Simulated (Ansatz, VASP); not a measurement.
## One calculation of Ga2SbAs, two programs

```
CELL_PARAMETERS angstrom
-2.95237 2.95237 5.88275
2.95237 -2.95237 5.88275
2.95237 2.95237 -5.88275
ATOMIC_POSITIONS crystal
As 0.00000 0.00000 0.00000
As 0.25000 0.75000 0.50000
Ga 0.62500 0.64965 0.52465
Ga 0.89965 0.37500 0.02465
Ga 0.12500 0.10035 0.47535
Ga 0.35035 0.87500 0.97535
Sb 0.50000 0.50000 0.00000
Sb 0.75000 0.25000 0.50000
```

Alike in both runs: task single point; functional r2SCAN; k mesh 6 × 6 × 6; no spin polarisation.

|  | VASP | Ansatz |
| --- | --- | --- |
| version | VASP 6.6.1 | Ansatz 0.2.0 |
| potentials or method | VASP PAW PBE potentials, release 64 (As, Ga_d, Sb) | plane waves, PAW |
| plane-wave cutoff (eV) | 520 | 500 |
| occupations | gaussian, width 0.01 eV | fixed |
| valence electrons in the cell | 72 | 112 |

```csv
,VASP,Ansatz,Ansatz less VASP
gap on the k mesh at the Fermi level (eV),0.58,0.60,+0.017
pressure (GPa),0.1,0.0,-0.10
```

VASP's potentials were made for PBE, not for r2SCAN. VASP's potentials hold 72 valence electrons a cell and Ansatz's 112, so a difference there can come from the potentials and not from the codes.

Neither program's run includes spin-orbit coupling.
